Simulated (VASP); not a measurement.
A run of VASP 6.6.1 is set up as follows.

File INCAR:

```
ALGO = Normal
EDIFF = 1E-6
ENCUT = 500
GGA = PS
GGA_COMPAT = F
ISIF = 2
ISMEAR = 0
LASPH = T
LCHARG = F
LREAL = F
LWAVE = F
NBANDS = 16
NELM = 120
PREC = Accurate
SIGMA = 0.15
```

Contents of KPOINTS:

```
k-points
0
Gamma
  14 14 8
```

The input POSCAR:

```
InSb
1.0
    3.0969124692      0.0000000000      0.0000000000
    0.0000000000      3.0361886953      0.0000000000
    0.0000000000      0.0000000000      6.0963559048
In Sb
1 1
Direct
    0.0000000000      0.0000000000      0.0000000000
    0.0000000000      0.0000000000      0.5000000000
```

Potentials or basis: VASP PAW PBE potentials, release 64 (In_d, Sb).

The run is started by

```sh
$ cat potpaw_PBE.64/In_d/POTCAR potpaw_PBE.64/Sb/POTCAR > POTCAR
$ mpirun -np 1 vasp_std > vasp.out
```

(1) What does it give for the band gap on the k mesh?

(2) Predict the pressure.

## Answers

(1) zero (bands 9 and 10 overlap by 5.65 eV).

(2) -1.0 GPa.

Caveat: the cell differs from its parent crystal (normal strain along x +0.0200, normal strain along z +0.0000); the PAW data sets were made with another functional, which shifts forces and pressure a little; spin-orbit coupling is left out, which moves the levels of the heavy elements.
